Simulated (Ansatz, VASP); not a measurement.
## One calculation of Ta, two programs

```
CELL_PARAMETERS angstrom
4.84510 0.00000 0.00000
-2.42255 4.19598 0.00000
0.00000 0.00000 2.71817
ATOMIC_POSITIONS crystal
Ta 0.00000 0.00000 0.00000
Ta 0.33333 0.66667 0.50000
Ta 0.66667 0.33333 0.50000
```

Alike in both runs: functional r2SCAN; k mesh 6 × 6 × 6; occupations gaussian, width 0.1 eV; no spin polarisation.

Ansatz relaxed the structure, and its values are those at the end. VASP's run is a single point on that final structure, the one shown.

|  | VASP | Ansatz |
| --- | --- | --- |
| version | VASP 6.6.1 | Ansatz 0.2.0 |
| potentials or method | VASP PAW PBE potentials, release 64 (Ta_pv), cutoff 520 eV | scalar-relativistic, plane waves, PAW |
| valence electrons in the cell | 33 | 39 |

Ansatz gave:

* gap on the k mesh at the Fermi level (eV): none
* pressure (GPa): 0.2

**Question.** Estimate VASP's values.

**Answer.** gap on the k mesh at the Fermi level (eV): none; pressure (GPa): 0.9.

VASP's potentials were made for PBE, not for r2SCAN. A gap of «none» marks a metal or a gap that the smearing closes. VASP's potentials hold 33 valence electrons a cell and Ansatz's 39, so a difference there can come from the potentials and not from the codes.

The k mesh is coarse, so the values compare programs but aren't converged. Spin-orbit coupling is off throughout.
